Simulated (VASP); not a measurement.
# C (R-3m) in VASP: further runs

C is run at these levels: LDA; tasks: single point.

Program: VASP 6.6.1. These are calculated values, not measurements. Logs are shortened: lines on timing, memory, paths and dates and some standing lists are left out, and cuts for length are marked.

### 1 The cell of the first run

Symmetry: R-3m, No. 166, trigonal system. The conventional cell has a = 2.663 Å, b = 2.663 Å, c = 5.544 Å, α = 90.00°, β = 90.00°, γ = 120.00°. C (site symmetry 3m) has 4 C at 1.39 to 1.61 Å within 1.9 Å.

### 2 Single point, LDA

INCAR

```
SYSTEM = C
ALGO = Normal ; EDIFF = 1E-7
ENCUT = 520 ; GGA = CA
ISIF = 2 ; ISMEAR = 0
LASPH = .True. ; LCHARG = .True.
LELF = .True. ; LREAL = .False.
LVHAR = .True. ; LWAVE = .False.
NBANDS = 11 ; NELM = 100
PREC = Accurate ; SIGMA = 0.05
```

KPOINTS

```
k-points
0
Gamma
  12 12 12
  0 0 0
```

POSCAR

```
C
1.0
   -0.1882676870      1.6944091832      1.6944091832
    1.6944091832     -0.1882676870      1.6944091832
    1.6944091832      1.6944091832     -0.1882676870
C
2
Direct
    0.5000000000      0.5000000000      0.5000000000
    0.7500000000      0.7500000000      0.7500000000
```

Potentials or basis: VASP PAW LDA potentials, release 64 (C).

Command:

```console
cat potpaw_LDA.64/C/POTCAR > POTCAR
mpirun -np 1 vasp_std > vasp.out
```

OUTCAR:

```text
SYSTEM = C
   EDIFF = 1E-7
   ENCUT = 520
   GGA = CA
   ISIF = 2
   ISMEAR = 0
   LASPH = .True.
   LREAL = .False.
   NELM = 100
   PREC = Accurate

 ion  position               nearest neighbor table
   1  0.500  0.500  0.500-   2 1.39   2 1.61   2 1.61   2 1.61
   2  0.750  0.750  0.750-   1 1.39   1 1.61   1 1.61   1 1.61

  LATTYP: Found a trigonal (rhomboedric) cell.
 ALAT       =     2.4036409221
 COS(alpha) =     0.3865030675

  Lattice vectors:

 A1 = (  -0.1882676870,   1.6944091832,   1.6944091832)
 A2 = (   1.6944091832,  -0.1882676870,   1.6944091832)
 A3 = (   1.6944091832,   1.6944091832,  -0.1882676870)

Analysis of symmetry for initial positions (statically):
=====================================================================
 Subroutine PRICEL returns:
 Original cell was already a primitive cell.

 Routine SETGRP: Setting up the symmetry group for a
 trigonal (rhombohedral) supercell.

 Subroutine GETGRP returns: Found 12 space group operations
 (whereof  6 operations were pure point group operations)
 out of a pool of 12 trial point group operations.

The static configuration has the point symmetry C_3v.
 The point group associated with its full space group is D_3d.

Analysis of symmetry for dynamics (positions and initial velocities):
=====================================================================
 Subroutine PRICEL returns:
 Original cell was already a primitive cell.

 Routine SETGRP: Setting up the symmetry group for a
 trigonal (rhombohedral) supercell.

 Subroutine GETGRP returns: Found 12 space group operations
 (whereof  6 operations were pure point group operations)
 out of a pool of 12 trial point group operations.

The dynamic configuration has the point symmetry C_3v.
 The point group associated with its full space group is D_3d.

 Subroutine INISYM returns: Found 12 space group operations
 (whereof  6 operations are pure point group operations),
 and found     1 'primitive' translations

----------------------------------------------------------------------------------------

                                     Primitive cell

  volume of cell :      11.3443

  direct lattice vectors                    reciprocal lattice vectors
    -0.188267687  1.694409183  1.694409183    -0.249956986  0.281201609  0.281201609
     1.694409183 -0.188267687  1.694409183     0.281201609 -0.249956986  0.281201609
     1.694409183  1.694409183 -0.188267687     0.281201609  0.281201609 -0.249956986

  length of vectors
     2.403640922  2.403640922  2.403640922     0.469709681  0.469709681  0.469709681

  position of ions in fractional coordinates (direct lattice)
     0.500000000  0.500000000  0.500000000
     0.750000000  0.750000000  0.750000000

  ion indices of the primitive-cell ions
   primitive index   ion index
                 1           1
                 2           2

----------------------------------------------------------------------------------------

 KPOINTS: k-points

Automatic generation of k-mesh.
 Grid dimensions read from file:
 generate k-points for:   12   12   12

 Generating k-lattice:

  Cartesian coordinates                     Fractional coordinates (reciprocal lattice)
    -0.020829749  0.023433467  0.023433467     0.083333333  0.000000000 -0.000000000
     0.023433467 -0.020829749  0.023433467     0.000000000  0.083333333 -0.000000000
     0.023433467  0.023433467 -0.020829749     0.000000000  0.000000000  0.083333333

  Length of vectors
     0.039142473  0.039142473  0.039142473

  Shift w.r.t. Gamma in fractional coordinates (k-lattice)
     0.000000000  0.000000000  0.000000000

 Subroutine IBZKPT returns following result:
 ===========================================

 Found    189 irreducible k-points:

 Following reciprocal coordinates:
            Coordinates               Weight
  0.000000  0.000000  0.000000      1.000000
  0.083333 -0.000000 -0.000000      6.000000
  0.166667  0.000000  0.000000      6.000000
  0.250000 -0.000000 -0.000000      6.000000
  0.333333  0.000000 -0.000000      6.000000
  0.416667 -0.000000  0.000000      6.000000
[... 16 lines left out ...]
  0.500000  0.166667  0.000000     12.000000
 -0.416667  0.166667 -0.000000     12.000000
 [... further k-points ...]
   k-points           NKPTS =    189   k-points in BZ     NKDIM =    189   number of bands    NBANDS=     11
   number of dos      NEDOS =    301   number of ions     NIONS =      2
   total plane-waves  NPLWV =   5832
   dimension x,y,z NGX =    18 NGY =   18 NGZ =   18
   dimension x,y,z NGXF=    36 NGYF=   36 NGZF=   36
   ions per type =               2
   NGX,Y,Z   is equivalent  to a cutoff of  12.45, 12.45, 12.45 a.u.
   NGXF,Y,Z  is equivalent  to a cutoff of  24.90, 24.90, 24.90 a.u.
 SYSTEM =  C
   PREC   = accura    normal or accurate (medium, high low for compatibility)
   ISTART =      0    job   : 0-new  1-cont  2-samecut
   ICHARG =      2    charge: 1-file 2-atom 10-const
   ISPIN  =      1    spin polarized calculation?
   LNONCOLLINEAR =      F non collinear calculations
   LSORBIT =      F    spin-orbit coupling
   LASPH  =      T    aspherical Exc in radial PAW
   ENCUT  =  520.0 eV  38.22 Ry    6.18 a.u.   4.47  4.47  4.47*2*pi/ulx,y,z
   NELM   =    100;   NELMIN=  2; NELMDL= -5     # of ELM steps
   EDIFF  = 0.1E-06   stopping-criterion for ELM
   LREAL  =      F    real-space projection
   EDIFFG = 0.1E-05   stopping-criterion for IOM
   NSW    =      0    number of steps for IOM
   IBRION =     -1    ionic relax: 0-MD 1-quasi-New 2-CG
   NFREE  =      0    steps in history (QN), initial steepest desc. (CG)
   ISIF   =      2    stress and relaxation
   ISYM   =      2    0-nonsym 1-usesym 2-fastsym
   POTIM  = 0.5000    time-step for ionic-motion
   TEBEG  =    0.0;   TEEND  =   0.0 temperature during run
   PSTRESS=    0.0 pullay stress
   NELECT =       8.0000    total number of electrons
   NUPDOWN=      -1.0000    fix difference up-down
   EMIN   =  10.00;   EMAX   =-10.00  energy-range for DOS
   EFERMI =   0.00;   METHOD = LEGACY
   ISMEAR =     0;   SIGMA  =   0.05  broadening in eV -4-tet -1-fermi 0-gaus
   EFERMI_NEDOS =   21; number of points for ismear=-14 and -15
   IALGO  =     38    algorithm
   IMIX   =      4    mixing-type and parameters
     AMIX     =   0.40;   BMIX     =  1.00
     AMIX_MAG =   1.60;   BMIX_MAG =  1.00
  volume/ion in A,a.u.               =       5.67        38.28
  Fermi-wavevector in a.u.,A,eV,Ry     =   1.457178  2.753668 28.890189  2.123369
  Thomas-Fermi vector in A             =   2.574010
   LORBIT       =      0    0 simple, 1 ext, 2 COOP (PROOUT), +10 PAW based schemes
   GGA     = CA    functional components
   LHFCALC =     F    Hartree Fock is set to
   AEXX    =    0.0000 exact exchange contribution
   IVDW    =     0    specifies the selected vdW correction
   LEPSILON=     F    determine dielectric tensor
   LRPA    =     F    only Hartree local field effects (RPA)
 non-spin polarized calculation
 Gauss-broadening in eV      SIGMA  =   0.05
  energy-cutoff  :      520.00
  volume of cell :       11.34
 maximum number of plane-waves:       319
 NGX is ok and might be reduce to    18

 number of electron       7.9999999 magnetization

 Free energy of the ion-electron system (eV)
  ---------------------------------------------------
  ext. energy  EPLUGINS =         0.00000000
  ---------------------------------------------------
  free energy    TOTEN  =       -19.48382072 eV

  energy without entropy =      -19.48382072  energy(sigma->0) =      -19.48382072

 E-fermi :  10.1763     XC(G=0): -13.4873

 val. band max:        9.9321719024   @ k =   0.0000   0.0000   0.0000
 cond. band min:      12.3948126953   @ k =   0.5000   0.5000  -0.0000
 fundamental gap:      2.4626407929
 Fermi energy:        10.1763490286

 k-point     1 :       0.0000    0.0000    0.0000
  band No.  band energies     occupation
      1     -11.6998      2.00000
      2       9.0399      2.00000
      3       9.9322      2.00000
      4       9.9322      2.00000
      5      13.6357      0.00000
      6      13.6357      0.00000
      7      16.4306      0.00000
      8      26.2599      0.00000
      9      29.1660      0.00000
     10      36.4060      0.00000
     11      36.4061      0.00000

 k-point     2 :       0.0833   -0.0000   -0.0000
  band No.  band energies     occupation
      1     -11.5224      2.00000
      2       8.0492      2.00000
      3       9.1317      2.00000
      4       9.6707      2.00000
      5      14.0243      0.00000
      6      14.7537      0.00000
      7      16.9283      0.00000
      8      26.2508      0.00000
      9      29.2912      0.00000
     10      33.8467      0.00000
     11      35.8860      0.00000

 k-point     3 :       0.1667    0.0000    0.0000
  band No.  band energies     occupation
      1     -10.9930      2.00000
      2       5.3906      2.00000
      3       8.5556      2.00000
      4       9.1400      2.00000
      5      14.8743      0.00000
      6      16.0566      0.00000
      7      18.2980      0.00000
      8      26.2167      0.00000
      9      29.5124      0.00000
     10      31.8714      0.00000
     11      35.3054      0.00000

 k-point     4 :       0.2500   -0.0000   -0.0000
  band No.  band energies     occupation
      1     -10.1219      2.00000
      2       2.5703      2.00000
      3       7.9784      2.00000
      4       8.6328      2.00000
      5      15.7288      0.00000
      6      16.9135      0.00000
      7      19.8752      0.00000
      8      26.0663      0.00000
      9      29.6727      0.00000
     10      30.8919      0.00000
     11      34.6682      0.00000
[... 239 lines left out ...]
 k-point    22 :       0.4167    0.1667   -0.0000
  band No.  band energies     occupation
      1      -7.7063      2.00000
      2      -0.7242      2.00000
      3       5.6816      2.00000
      4       6.7851      2.00000
      5      16.4360      0.00000
      6      19.3255      0.00000
      7      21.3567      0.00000
      8      23.1737      0.00000
      9      29.6574      0.00000
     10      32.2284      0.00000
     11      36.1963      0.00000

 k-point    23 :       0.5000    0.1667    0.0000
  band No.  band energies     occupation
      1      -6.3804      2.00000
      2      -2.6249      2.00000
      3       5.0476      2.00000
      4       6.7360      2.00000
      5      17.2193      0.00000
      6      19.4598      0.00000
      7      22.2973      0.00000
      8      23.3605      0.00000
      9      29.3022      0.00000
     10      32.6481      0.00000
     11      35.5622      0.00000

 k-point    24 :      -0.4167    0.1667   -0.0000
  band No.  band energies     occupation
      1      -6.2913      2.00000
      2      -2.7093      2.00000
      3       4.5051      2.00000
      4       6.9656      2.00000
      5      17.6091      0.00000
      6      19.3458      0.00000
      7      22.5357      0.00000
      8      24.5735      0.00000
      9      28.5402      0.00000
     10      32.9889      0.00000
     11      34.8902      0.00000

 [... further k-points ...]
[... 5 lines left out ...]
  --------------------------------------------------------------------------------------
  -------------------------------------------------------------------------------------
  Total        0.3336505      0.3336505      0.3336505      4.7915519      4.7915519      4.7915519
  in kB       47.1222562     47.1222562     47.1222562    676.7223188    676.7223188    676.7223188
  external PRESSURE =      47.1222562 kB  Pullay stress =       0.0000000 kB

 VOLUME and BASIS-vectors are now :
 -----------------------------------------------------------------------------
  energy-cutoff  :      520.00
  volume of cell :       11.34
      direct lattice vectors                 reciprocal lattice vectors
    -0.188267687  1.694409183  1.694409183    -0.249956986  0.281201609  0.281201609
     1.694409183 -0.188267687  1.694409183     0.281201609 -0.249956986  0.281201609
     1.694409183  1.694409183 -0.188267687     0.281201609  0.281201609 -0.249956986

 POSITION                                       TOTAL-FORCE (eV/Angst)
 -----------------------------------------------------------------------------------
      1.60028      1.60028      1.60028        -1.326423     -1.326423     -1.326423
      2.40041      2.40041      2.40041         1.326423      1.326423      1.326423
 -----------------------------------------------------------------------------------
    total drift:                                0.000000     -0.000000      0.000000

  FREE ENERGIE OF THE ION-ELECTRON SYSTEM (eV)
  ---------------------------------------------------
  free  energy   TOTEN  =       -19.4838207214 eV

  energy  without entropy=      -19.4838207214  energy(sigma->0) =      -19.48382072
```

It took 8.2 s on 1 thread of Intel Xeon 6975P-C (Granite Rapids), shared host; peak memory 0.12 GiB.

Results:

```
Free energy            : -19.4838 eV
Pressure               : 4.7 GPa
Largest force          : 2.297 eV/Å
Band gap on the k mesh : 2.46 eV, indirect (least direct gap 3.70 eV)
```

Forces on the atoms (eV/Å):
```
C   -1.326 -1.326 -1.326
C    1.326  1.326  1.326
```

Caveat: forces of over 1 eV/Å act on the atoms, so gaps and moduli don't describe the material at rest.

### 3 Single point, LDA

This run uses another cell than the first one, of the same volume but with other edges.

INCAR

```
PREC     = Accurate       # precision mode
ENCUT    = 520            # plane-wave cutoff, eV
EDIFF    = 1E-6           # SCF threshold, eV
ISMEAR   = 0              # smearing method
SIGMA    = 0.05           # smearing width, eV
LREAL    = False          # projectors in reciprocal space
LASPH    = True           # aspherical terms in the spheres
NELM     = 100            # most SCF steps
ALGO     = Normal         # electronic algorithm
ISIF     = 2              # what is computed and relaxed
LWAVE    = False          # write WAVECAR
LCHARG   = False          # write CHGCAR
GGA      = CA             # functional
NBANDS   = 11             # bands
```

KPOINTS

```
regular mesh
0
Gamma
  12 12 12
```

POSCAR

```
C
1.0
    0.2237658205      1.9020094744      1.9020094744
    1.9020094744      0.2237658205      1.9020094744
    1.9020094744      1.9020094744      0.2237658205
C
2
Direct
    0.5000000000      0.5000000000      0.5000000000
    0.7500000000      0.7500000000      0.7500000000
```

Potentials or basis: VASP PAW LDA potentials, release 64 (C).

Command:

```console
cat potpaw_LDA.64/C/POTCAR > POTCAR
mpirun -np 1 vasp_std > vasp.out
```

It took 10 s on 1 thread of Intel Xeon 6975P-C (Granite Rapids), shared host; peak memory 0.12 GiB.

Results (log left out):

- Free energy: -19.4168 eV
- Pressure: 4.9 GPa
- Largest force: 1.045 eV/Å
- Band gap on the k mesh: 0.61 eV, direct

Forces in eV/Å, atoms in the order of the input:
```
C   -0.603 -0.603 -0.603
C    0.603  0.603  0.603
```

Stress tensor (GPa, compression positive):
```
  4.91 -61.44 -61.44
-61.44   4.91 -61.44
-61.44 -61.44   4.91
```

Levels at points of the mesh, in eV from the valence-band top:
| k point | band 1 | band 2 | band 3 | band 4 | band 5 | band 6 | band 7 | band 8 | band 9 |
| --- | --- | --- | --- | --- | --- | --- | --- | --- | --- |
| (0.00, 0.00, 0.00) | -21.81 | -1.29 | 0.00 | 0.00 | 0.61 | 7.08 | 7.08 | 15.09 | 19.56 |
| (0.50, 0.00, 0.00) | -15.09 | -13.83 | -3.59 | -3.41 | 4.41 | 9.23 | 9.66 | 15.00 | 17.90 |
| (0.50, 0.50, 0.00) | -13.57 | -12.71 | -7.21 | -5.43 | 2.35 | 6.88 | 14.12 | 15.89 | 23.74 |
| (0.50, 0.50, 0.50) | -18.24 | -13.57 | -1.46 | -1.46 | 9.06 | 9.06 | 13.00 | 13.60 | 21.50 |

Caveat: forces of over 1 eV/Å act on the atoms, so gaps and moduli don't describe the material at rest.

### 4 Single point, LDA

This run uses another cell than the first one, of the same volume but with other edges.

INCAR

```
PREC = Accurate ; ENCUT = 520
EDIFF = 1E-6 ; ISMEAR = 0
SIGMA = 0.05 ; LREAL = False
LASPH = True ; NELM = 80
ALGO = Normal ; ISIF = 2
LWAVE = False ; LCHARG = False
GGA = CA ; NBANDS = 11
```

KPOINTS

```
Automatic mesh
0
Gamma
  12 12 12
```

POSCAR

```
C
1.0
    0.6973314237      2.1916130458      2.1916130458
    2.1916130458      0.6973314237      2.1916130458
    2.1916130458      2.1916130458      0.6973314237
C
2
Direct
    0.5000000000      0.5000000000      0.5000000000
    0.7500000000      0.7500000000      0.7500000000
```

Command:

```console
cat potpaw_LDA.64/C/POTCAR > POTCAR
mpirun -np 1 vasp_std > vasp.out
```

Run time: 11 s. Hardware: 1 thread of Intel Xeon 6975P-C (Granite Rapids), shared host; peak memory 0.13 GiB.

The run converged. Its results:

- Free energy: -14.8360 eV
- Pressure: 92.1 GPa
- Largest force: 3.249 eV/Å
- Band gap on the k mesh: zero (band 4 reaches 12.13 eV, above the bottom of band 5 at 7.47 eV)

Forces on the atoms (eV/Å):
```
C   -1.876 -1.876 -1.876
C    1.876  1.876  1.876
```

Stress tensor (GPa, compression positive):
```
  92.05 -104.24 -104.24
-104.24   92.05 -104.24
-104.24 -104.24   92.05
```

Levels at points of the mesh, in eV from the Fermi level:
```tsv
k point	band 1	band 2	band 3	band 4	band 5	band 6	band 7	band 8
(0.00, 0.00, 0.00)	-23.37	-6.99	-5.03	2.22	2.22	10.43	10.43	21.17
(0.50, 0.00, 0.00)	-14.96	-14.79	-3.07	-2.91	0.04	9.90	11.09	12.35
(0.50, 0.50, 0.00)	-14.79	-14.30	-5.41	-3.26	0.21	8.67	11.64	14.37
(0.50, 0.50, 0.50)	-22.45	-13.45	1.95	1.95	5.11	10.96	10.96	17.06
```

Caveat: forces of over 1 eV/Å act on the atoms, so gaps and moduli don't describe the material at rest.

### 5 Single point, LDA

This run uses another cell than the first one, of the same volume but with other edges.

INCAR

```
SYSTEM = C
ALGO = Normal ; EDIFF = 1E-7
ENCUT = 520 ; GGA = CA
ISIF = 2 ; ISMEAR = 0
LASPH = .True. ; LCHARG = .False.
LREAL = .False. ; LWAVE = .False.
NBANDS = 11 ; NELM = 100
PREC = Accurate ; SIGMA = 0.05
```

KPOINTS

```
k-points
0
Gamma
  12 12 12
  0 0 0
```

POSCAR

```
C
1.0
    0.2237658205      1.9020094744      1.9020094744
    1.9020094744      0.2237658205      1.9020094744
    1.9020094744      1.9020094744      0.2237658205
C
2
Direct
    0.5000000000      0.5000000000      0.5000000000
    0.7500000000      0.7500000000      0.7500000000
```

Command:

```console
cat potpaw_LDA.64/C/POTCAR > POTCAR
mpirun -np 1 vasp_std > vasp.out
```

Run time: 10 s. Hardware: 1 thread of Intel Xeon 6975P-C (Granite Rapids), shared host; peak memory 0.12 GiB.

Results (log left out):

```yaml
Free_energy: -19.4168 eV
Pressure: 4.9 GPa
Largest_force: 1.045 eV/Å
Band_gap_on_the_k_mesh: 0.61 eV, direct
```

Forces in eV/Å, atoms in the order of the input:
```
C   -0.603 -0.603 -0.603
C    0.603  0.603  0.603
```

Stress tensor (GPa, compression positive):
```
  4.91 -61.44 -61.44
-61.44   4.91 -61.44
-61.44 -61.44   4.91
```

Levels at points of the mesh, in eV from the valence-band top:
| k point | band 2 | band 3 | band 4 | band 5 | band 6 | band 7 |
| --- | --- | --- | --- | --- | --- | --- |
| (0.00, 0.00, 0.00) | -1.29 | 0.00 | 0.00 | 0.61 | 7.08 | 7.08 |
| (0.50, 0.00, 0.00) | -13.83 | -3.59 | -3.41 | 4.41 | 9.23 | 9.66 |
| (0.50, 0.50, 0.00) | -12.71 | -7.21 | -5.43 | 2.35 | 6.88 | 14.12 |
| (0.50, 0.50, 0.50) | -13.57 | -1.46 | -1.46 | 9.06 | 9.06 | 13.00 |

Caveat: forces of over 1 eV/Å act on the atoms, so gaps and moduli don't describe the material at rest.

### 6 The runs side by side

| cell | gap on the mesh (eV) | pressure (GPa) | largest force (eV/Å) |
| --- | --- | --- | --- |
| a = 2.404 Å, angles 67.3°, 2 atoms | 2.46 | 4.7 | 2.30 |
| a = 2.699 Å, angles 52.2°, 2 atoms | 0.61 | 4.9 | 1.05 |
| a = 3.177 Å, angles 38.9°, 2 atoms | none | 92.1 | 3.25 |

Alike in all rows: task single point; level LDA; potentials or basis VASP PAW LDA potentials, release 64 (C); no spin polarisation; k mesh 12 × 12 × 12; cutoff (eV) 520; smearing gaussian 0.05 eV.

Caveats: forces of over 1 eV/Å act on the atoms, so gaps and moduli don't describe the material at rest.

Absolute energies hang on the potentials; compare differences alone.
